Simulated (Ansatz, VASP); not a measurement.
## One calculation of BP, two programs

```xyz
2
Lattice="0.0000 2.3364 2.2405 2.3364 0.0000 2.2405 2.3364 2.3364 0.0000" Properties=species:S:1:pos:R:3 pbc="T T T"
B     0.0000    0.0000    0.0000
P     1.1682    1.1682    1.1203
```

Change from the starting cell: epitaxial_xy strain +3.0%.

Alike in both runs: task single point; functional r2SCAN; k mesh 10 × 10 × 10; no spin polarisation.

|  | VASP | Ansatz |
| --- | --- | --- |
| version | VASP 6.6.1 | Ansatz 0.2.0 |
| potentials or method | VASP PAW PBE potentials, release 64 (B, P) | plane waves, PAW |
| plane-wave cutoff (eV) | 520 | 500 |
| occupations | gaussian, width 0.01 eV | fixed |
| valence electrons in the cell | 8 | 8 |

```tsv
	VASP	Ansatz	Ansatz less VASP
gap on the k mesh at the Fermi level (eV)	0.86	0.84	-0.028
pressure (GPa)	-7.7	-7.3	+0.46
traceless stress, the component that is largest in VASP (GPa)	7.31	7.27	-0.034
```

VASP's potentials were made for PBE, not for r2SCAN.
